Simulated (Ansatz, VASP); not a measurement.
**One calculation of Se, two programs**

```
CELL_PARAMETERS angstrom
4.36620 0.00000 0.00000
-2.18310 3.78124 0.00000
0.00000 0.00000 4.95360
ATOMIC_POSITIONS crystal
Se 0.22540 0.00000 0.33333
Se 0.00000 0.22540 0.66667
Se 0.77460 0.77460 0.00000
```

Alike in both runs: task single point; functional PBE; k mesh 9 × 9 × 6; occupations gaussian, width 0.05 eV; no spin polarisation.

|  | VASP | Ansatz |
| --- | --- | --- |
| version | VASP 6.6.1 | Ansatz 0.2.0 |
| potentials or method | VASP PAW PBE potentials, release 64 (Se), cutoff 520 eV | scalar-relativistic, plane waves, PAW |
| valence electrons in the cell | 18 | 48 |

|  | VASP | Ansatz | Ansatz less VASP |
| --- | --- | --- | --- |
| gap on the k mesh at the Fermi level (eV) | 1.02 | 1.03 | +0.012 |
| pressure (GPa) | 2.9 | 2.8 | -0.13 |
| traceless stress, the component that is largest in VASP (GPa) | 1.22 | 1.17 | -0.044 |
| rms of the force components (eV/Å) | 0.250 | 0.232 | -0.0186 |

Atom by atom the forces differ by 0.019 eV/Å (rms over components). VASP's potentials hold 18 valence electrons a cell and Ansatz's 48, so a difference there can come from the potentials and not from the codes.
